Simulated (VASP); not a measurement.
# Te (Im-3m) in VASP: single point with PBE

Aim: the single point of Te with PBE.

Program: VASP 6.6.1. These are calculated values, not measurements. Logs are shortened: lines on timing, memory, paths and dates and some standing lists are left out, and cuts for length are marked.

**1. The cell of the first run**

The structure is cubic, space group Im-3m (No. 229). Conventional cell: a = 3.843 Å, b = 3.843 Å, c = 3.843 Å, α = 90.00°, β = 90.00°, γ = 90.00°. Te (site symmetry m-3m) has 14 Te at 3.33 to 3.84 Å within 4.4 Å.

**2. Single point, PBE**

File INCAR:

```
SYSTEM = Te
ALGO = Normal
EDIFF = 1E-6
ENCUT = 520
GGA = PE
ISIF = 2
ISMEAR = -1
LASPH = .TRUE.
LCHARG = .TRUE.
LELF = .TRUE.
LREAL = .FALSE.
LVHAR = .TRUE.
LWAVE = .FALSE.
NBANDS = 9
NELM = 60
PREC = Accurate
SIGMA = 0.13605693000000002
```

File KPOINTS:

```
k-points
0
G
  12 12 12
  0 0 0
```

File POSCAR:

```
Te
1.0
   -1.9213429190      1.9213429190      1.9213429190
    1.9213429190     -1.9213429190      1.9213429190
    1.9213429190      1.9213429190     -1.9213429190
Te
1
Direct
    0.0000000000      0.0000000000      0.0000000000
```

Potentials or basis: VASP PAW PBE potentials, release 64 (Te).

The run is started by

```
cat potpaw_PBE.64/Te/POTCAR > POTCAR
mpirun -np 1 vasp_std > vasp.out
```

OUTCAR:

```text
SYSTEM = Te
   EDIFF = 1E-6
   ENCUT = 520
   GGA = PE
   ISIF = 2
   ISMEAR = -1
   LASPH = .TRUE.
   LREAL = .FALSE.
   NELM = 60
   PREC = Accurate

 ion  position               nearest neighbor table
   1  0.000  0.000  0.000-

  LATTYP: Found a body centered cubic cell.
 ALAT       =     3.8426858380

  Lattice vectors:

 A1 = (  -1.9213429190,   1.9213429190,   1.9213429190)
 A2 = (   1.9213429190,  -1.9213429190,   1.9213429190)
 A3 = (   1.9213429190,   1.9213429190,  -1.9213429190)

Analysis of symmetry for initial positions (statically):
=====================================================================
 Subroutine PRICEL returns:
 Original cell was already a primitive cell.

 Routine SETGRP: Setting up the symmetry group for a
 body centered cubic supercell.

 Subroutine GETGRP returns: Found 48 space group operations
 (whereof 48 operations were pure point group operations)
 out of a pool of 48 trial point group operations.

The static configuration has the point symmetry O_h .

Analysis of symmetry for dynamics (positions and initial velocities):
=====================================================================
 Subroutine PRICEL returns:
 Original cell was already a primitive cell.

 Routine SETGRP: Setting up the symmetry group for a
 body centered cubic supercell.

 Subroutine GETGRP returns: Found 48 space group operations
 (whereof 48 operations were pure point group operations)
 out of a pool of 48 trial point group operations.

The dynamic configuration has the point symmetry O_h .

 Subroutine INISYM returns: Found 48 space group operations
 (whereof 48 operations are pure point group operations),
 and found     1 'primitive' translations

----------------------------------------------------------------------------------------

                                     Primitive cell

  volume of cell :      28.3710

  direct lattice vectors                    reciprocal lattice vectors
    -1.921342919  1.921342919  1.921342919     0.000000000  0.260234649  0.260234649
     1.921342919 -1.921342919  1.921342919     0.260234649  0.000000000  0.260234649
     1.921342919  1.921342919 -1.921342919     0.260234649  0.260234649  0.000000000

  length of vectors
     3.327863554  3.327863554  3.327863554     0.368027370  0.368027370  0.368027370

  position of ions in fractional coordinates (direct lattice)
     0.000000000  0.000000000  0.000000000

  ion indices of the primitive-cell ions
   primitive index   ion index
                 1           1

----------------------------------------------------------------------------------------

 KPOINTS: k-points

Automatic generation of k-mesh.
 Grid dimensions read from file:
 generate k-points for:   12   12   12

 Generating k-lattice:

  Cartesian coordinates                     Fractional coordinates (reciprocal lattice)
     0.000000000  0.021686221  0.021686221     0.083333333  0.000000000  0.000000000
     0.021686221  0.000000000  0.021686221     0.000000000  0.083333333  0.000000000
     0.021686221  0.021686221  0.000000000     0.000000000  0.000000000  0.083333333

  Length of vectors
     0.030668947  0.030668947  0.030668947

  Shift w.r.t. Gamma in fractional coordinates (k-lattice)
     0.000000000  0.000000000  0.000000000

 Subroutine IBZKPT returns following result:
 ===========================================

 Found     72 irreducible k-points:

 Following reciprocal coordinates:
            Coordinates               Weight
  0.000000  0.000000  0.000000      1.000000
  0.083333  0.000000  0.000000     12.000000
  0.166667  0.000000  0.000000     12.000000
  0.250000  0.000000  0.000000     12.000000
  0.333333  0.000000  0.000000     12.000000
  0.416667  0.000000  0.000000     12.000000
[... 16 lines left out ...]
  0.333333  0.083333  0.083333     24.000000
  0.416667  0.083333  0.083333     12.000000
 [... further k-points ...]
   k-points           NKPTS =     72   k-points in BZ     NKDIM =     72   number of bands    NBANDS=      9
   number of dos      NEDOS =    301   number of ions     NIONS =      1
   total plane-waves  NPLWV =  21952
   dimension x,y,z NGX =    28 NGY =   28 NGZ =   28
   dimension x,y,z NGXF=    56 NGYF=   56 NGZF=   56
   ions per type =               1
   NGX,Y,Z   is equivalent  to a cutoff of  13.99, 13.99, 13.99 a.u.
   NGXF,Y,Z  is equivalent  to a cutoff of  27.98, 27.98, 27.98 a.u.
 SYSTEM =  Te
   PREC   = accura    normal or accurate (medium, high low for compatibility)
   ISTART =      0    job   : 0-new  1-cont  2-samecut
   ICHARG =      2    charge: 1-file 2-atom 10-const
   ISPIN  =      1    spin polarized calculation?
   LNONCOLLINEAR =      F non collinear calculations
   LSORBIT =      F    spin-orbit coupling
   LASPH  =      T    aspherical Exc in radial PAW
   ENCUT  =  520.0 eV  38.22 Ry    6.18 a.u.   6.19  6.19  6.19*2*pi/ulx,y,z
   NELM   =     60;   NELMIN=  2; NELMDL= -5     # of ELM steps
   EDIFF  = 0.1E-05   stopping-criterion for ELM
   LREAL  =      F    real-space projection
   EDIFFG = 0.1E-04   stopping-criterion for IOM
   NSW    =      0    number of steps for IOM
   IBRION =     -1    ionic relax: 0-MD 1-quasi-New 2-CG
   NFREE  =      0    steps in history (QN), initial steepest desc. (CG)
   ISIF   =      2    stress and relaxation
   ISYM   =      2    0-nonsym 1-usesym 2-fastsym
   POTIM  = 0.5000    time-step for ionic-motion
   TEBEG  =    0.0;   TEEND  =   0.0 temperature during run
   PSTRESS=    0.0 pullay stress
   NELECT =       6.0000    total number of electrons
   NUPDOWN=      -1.0000    fix difference up-down
   EMIN   =  10.00;   EMAX   =-10.00  energy-range for DOS
   EFERMI =   0.00;   METHOD = LEGACY
   ISMEAR =    -1;   SIGMA  =   0.14  broadening in eV -4-tet -1-fermi 0-gaus
   EFERMI_NEDOS =   21; number of points for ismear=-14 and -15
   IALGO  =     38    algorithm
   IMIX   =      4    mixing-type and parameters
     AMIX     =   0.40;   BMIX     =  1.00
     AMIX_MAG =   1.60;   BMIX_MAG =  1.00
  volume/ion in A,a.u.               =      28.37       191.46
  Fermi-wavevector in a.u.,A,eV,Ry     =   0.975365  1.843172 12.943716  0.951336
  Thomas-Fermi vector in A             =   2.105898
   LORBIT       =      0    0 simple, 1 ext, 2 COOP (PROOUT), +10 PAW based schemes
   GGA     = PE    functional components
   LHFCALC =     F    Hartree Fock is set to
   AEXX    =    0.0000 exact exchange contribution
   IVDW    =     0    specifies the selected vdW correction
   LEPSILON=     F    determine dielectric tensor
   LRPA    =     F    only Hartree local field effects (RPA)
 non-spin polarized calculation
  energy-cutoff  :      520.00
  volume of cell :       28.37
 maximum number of plane-waves:       784
 NGX is ok and might be reduce to    28
   NGX = 13   NGY = 13   NGZ = 13

 number of electron       6.0000000 magnetization

 Free energy of the ion-electron system (eV)
  ---------------------------------------------------
  ext. energy  EPLUGINS =         0.00000000
  ---------------------------------------------------
  free energy    TOTEN  =        -2.85933501 eV

  energy without entropy =       -2.81382458  energy(sigma->0) =       -2.83657980

 E-fermi :   7.9624     XC(G=0): -10.0927

 val. band max:        7.9581412584   @ k =   0.1667   0.1667   0.0000
 cond. band min:       7.9626454443   @ k =   0.2500   0.1667   0.0833
 fundamental gap:      0.0045041859
 Fermi energy:         7.9623699837

 k-point     1 :       0.0000    0.0000    0.0000
  band No.  band energies     occupation
      1      -5.9982      2.00000
      2      10.8856      0.00000
      3      10.8856      0.00000
      4      10.8856      0.00000
      5      17.7394      0.00000
      6      17.7736      0.00000
      7      17.7736      0.00000
      8      17.7736      0.00000
      9      19.8055      0.00000

 k-point     2 :       0.0833    0.0000    0.0000
  band No.  band energies     occupation
      1      -5.8719      2.00000
      2      10.0087      0.00000
      3      10.5722      0.00000
      4      10.8216      0.00000
      5      17.0830      0.00000
      6      17.1363      0.00000
      7      18.3015      0.00000
      8      18.4926      0.00000
      9      19.0648      0.00000

 k-point     3 :       0.1667    0.0000    0.0000
  band No.  band energies     occupation
      1      -5.4982      2.00000
      2       8.1305      0.45030
      3       9.8645      0.00000
      4      10.6426      0.00000
      5      15.7981      0.00000
      6      16.1945      0.00000
      7      18.7230      0.00000
      8      19.0004      0.00000
      9      19.6500      0.00000

 k-point     4 :       0.2500    0.0000    0.0000
  band No.  band energies     occupation
      1      -4.8974      2.00000
      2       6.0469      2.00000
      3       9.1031      0.00046
      4      10.3931      0.00000
      5      14.7410      0.00000
      6      15.4042      0.00000
      7      18.8472      0.00000
      8      19.5345      0.00000
      9      21.4714      0.00000
[... 205 lines left out ...]
 k-point    22 :       0.2500    0.0833    0.0833
  band No.  band energies     occupation
      1      -3.9218      2.00000
      2       4.1473      2.00000
      3       7.5212      1.92481
      4       8.8758      0.00243
      5      15.6475      0.00000
      6      16.1055      0.00000
      7      20.0353      0.00000
      8      20.4781      0.00000
      9      21.6572      0.00000

 k-point    23 :       0.3333    0.0833    0.0833
  band No.  band energies     occupation
      1      -3.1760      2.00000
      2       2.8128      2.00000
      3       6.9526      1.99880
      4       8.6085      0.01718
      5      15.3178      0.00000
      6      16.0097      0.00000
      7      20.7383      0.00000
      8      21.4976      0.00000
      9      23.3324      0.00000

 k-point    24 :       0.4167    0.0833    0.0833
  band No.  band energies     occupation
      1      -2.8179      2.00000
      2       2.2466      2.00000
      3       6.7670      1.99969
      4       8.5153      0.03378
      5      15.2024      0.00000
      6      15.9684      0.00000
      7      21.3226      0.00000
      8      22.5607      0.00000
      9      22.7523      0.00000

 [... further k-points ...]
[... 5 lines left out ...]
  --------------------------------------------------------------------------------------
  -------------------------------------------------------------------------------------
  Total        0.0081288      0.0081288      0.0081288      0.0000000     -0.0000000      0.0000000
  in kB        0.4590514      0.4590514      0.4590514      0.0000000     -0.0000000      0.0000000
  external PRESSURE =       0.4590514 kB  Pullay stress =       0.0000000 kB

 VOLUME and BASIS-vectors are now :
 -----------------------------------------------------------------------------
  energy-cutoff  :      520.00
  volume of cell :       28.37
      direct lattice vectors                 reciprocal lattice vectors
    -1.921342919  1.921342919  1.921342919     0.000000000  0.260234649  0.260234649
     1.921342919 -1.921342919  1.921342919     0.260234649  0.000000000  0.260234649
     1.921342919  1.921342919 -1.921342919     0.260234649  0.260234649  0.000000000

 POSITION                                       TOTAL-FORCE (eV/Angst)
 -----------------------------------------------------------------------------------
      0.00000      0.00000      0.00000         0.000000     -0.000000     -0.000000
 -----------------------------------------------------------------------------------
    total drift:                                0.000000      0.000000      0.000000

  FREE ENERGIE OF THE ION-ELECTRON SYSTEM (eV)
  ---------------------------------------------------
  free  energy   TOTEN  =        -2.8593350116 eV

  energy  without entropy=       -2.8138245832  energy(sigma->0) =       -2.83657980
```

Run time: 12 s. Hardware: 1 thread of Intel Xeon Platinum 8488C (Sapphire Rapids), shared host; peak memory 0.16 GiB.

What came out:

| Property | Result |
| --- | --- |
| Free energy | -2.8593 eV |
| Pressure | 0.0 GPa |
| Band gap on the k mesh | zero (band 3 reaches 10.89 eV, above the bottom of band 4 at 4.50 eV) |

Levels at points of the mesh, in eV from the Fermi level:
```tsv
k point	band 1	band 2	band 3	band 4	band 5	band 6	band 7	band 8
(0.00, 0.00, 0.00)	-13.96	2.92	2.92	2.92	9.78	9.81	9.81	9.81
(0.50, 0.00, 0.00)	-10.91	-6.00	-0.02	1.93	5.46	6.40	12.82	14.46
(0.50, 0.50, 0.50)	-8.70	-3.02	-3.02	-3.02	2.86	2.86	17.12	17.89
```

Caveat: spin-orbit coupling is left out, which moves the levels of the heavy elements.
